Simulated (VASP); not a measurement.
Set up this calculation in VASP 6.6.1, as the native input.

```yaml
Task: single point
Functional: PBE
Potentials_or_basis: VASP PAW PBE potentials, release 64 (Pd)
Cutoff: 520 eV
k_mesh: 18 × 18 × 10
Occupations: gaussian, width 0.05 eV
Spin: non-collinear spin, zero start, spin-orbit coupling
Starting_moments: "[[0.0, 0.0, 0.0], [0.0, 0.0, 0.0]] μB"
Dipole_correction: no
Further_INCAR_settings: ALGO = Normal; EDIFF = 1e-06; NBANDS = 32
```

The structure of Pd lies in POSCAR:

```
Pd
1.0
    2.7682954277      0.0000000000      0.0000000000
   -1.3841477139      2.3974141656      0.0000000000
    0.0000000000      0.0000000000      4.6408343652
Pd
2
Direct
    0.3333333333      0.6666666667      0.7500000000
    0.6666666667      0.3333333333      0.2500000000
```

These files were run (other wordings do the same):

INCAR

```
PREC = Accurate ; ENCUT = 520
EDIFF = 1E-6 ; ISMEAR = 0
SIGMA = 0.05 ; LREAL = F
LASPH = T ; NELM = 150
ALGO = Normal ; ISIF = 2
LWAVE = F ; LCHARG = F
LNONCOLLINEAR = T ; MAGMOM = 0 0 0 0 0 0
LORBIT = 11 ; LSORBIT = T
GGA_COMPAT = F ; LORBMOM = T
LMAXMIX = 4 ; GGA = PE
NBANDS = 32
```

KPOINTS

```
regular mesh
0
Gamma
  18 18 10
```

Potentials or basis: VASP PAW PBE potentials, release 64 (Pd).

Command:

```bash
$ cat potpaw_PBE.64/Pd/POTCAR > POTCAR
$ mpirun -np 1 vasp_ncl > vasp.out
```

Results of the run:

```yaml
Pressure: -0.2 GPa
Net_moment: 0.00 μB per cell
Valence_electrons_inside_the_program's_atomic_spheres: Pd 9.36
```

Run time: 7.8 min on 1 thread of Intel(R) Xeon(R) Platinum 8375C CPU @ 2.90GHz (Ice Lake), on a shared host, peak memory 0.44 GiB.
